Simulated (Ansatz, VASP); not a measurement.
# Two plane-wave programs on Mo3H

The input INCAR:

```
SYSTEM = Mo3H
  ALGO = Normal
  EDIFF = 1E-7
  EDIFFG = -0.08
  ENCUT = 600
  GGA = PE
  IBRION = 2
  ISIF = 3
  ISMEAR = 0
  LASPH = .TRUE.
  LCHARG = .FALSE.
  LREAL = .FALSE.
  LWAVE = .FALSE.
  NELM = 60
  NSW = 36
  PREC = Accurate
  SIGMA = 0.2
```

File KPOINTS:

```
k-points
0
G
  7 7 7
  0 0 0
```

POSCAR

```
Mo3H
1.0
   -1.9467789300      1.9467789300      3.8149969300
    1.9467789300     -1.9467789300      3.8149969300
    1.9467789300      1.9467789300     -3.8149969300
H Mo
1 3
Direct
    0.0000000000      0.0000000000      0.0000000000
    0.7500000000      0.2500000000      0.5000000000
    0.2500000000      0.7500000000      0.5000000000
    0.5000000000      0.5000000000      0.0000000000
```

Input for Ansatz:

```yaml
crystal:
  lattice:
    - [-1.94677893, 1.94677893, 3.81499693]
    - [1.94677893, -1.94677893, 3.81499693]
    - [1.94677893, 1.94677893, -3.81499693]
  atoms:
    - { symbol: H, position: [0.0, 0.0, 0.0] }
    - { symbol: Mo, position: [0.75, 0.25, 0.5] }
    - { symbol: Mo, position: [0.25, 0.75, 0.5] }
    - { symbol: Mo, position: [0.5, 0.5, 0.0] }
basis:
  ecutwfc: 420
kpoints:
  mp_grid: { grid: [7, 7, 7] }
hamiltonian:
  xc: pbe
scf:
  occupations: { method: gaussian, width: 0.2 }
  lower_state_search: "off"
output:
  forces: true
  stress: true
  eigenvalues: true
relax:
  adjacent_minimum: "off"
  f_tol: 0.08
  max_steps: 16
  cell: { stress_tol: 0.8 }
```

Change from the starting cell: species swapped into the Cu3Rh type (I4/mmm, No. 139).

Alike in both runs: task relaxation of cell and atoms; functional PBE; k mesh 7 × 7 × 7; occupations gaussian, width 0.2 eV; no spin polarisation.

|  | VASP | Ansatz |
| --- | --- | --- |
| version | VASP 6.6.1 | Ansatz 0.2.0 |
| potentials or method | VASP PAW PBE potentials, release 64 (H, Mo_sv), cutoff 600 eV | scalar-relativistic, plane waves, PAW |
| valence electrons in the cell | 43 | 43 |

Ansatz gave:

| Quantity | Value |
| --- | --- |
| gap on the k mesh at the Fermi level, each at its own relaxed structure (eV) | none |
| relaxed volume (Å³/atom) | 13.88 |
| relaxed length of the cell vector where the two differ most in proportion (Å) | 4.345 |

Problem. Which values does VASP return?

Solution. gap on the k mesh at the Fermi level, each at its own relaxed structure (eV): none; relaxed volume (Å³/atom): 13.87; relaxed length of the cell vector where the two differ most in proportion (Å): 4.338.

A gap of «none» marks a metal or a gap that the smearing closes.
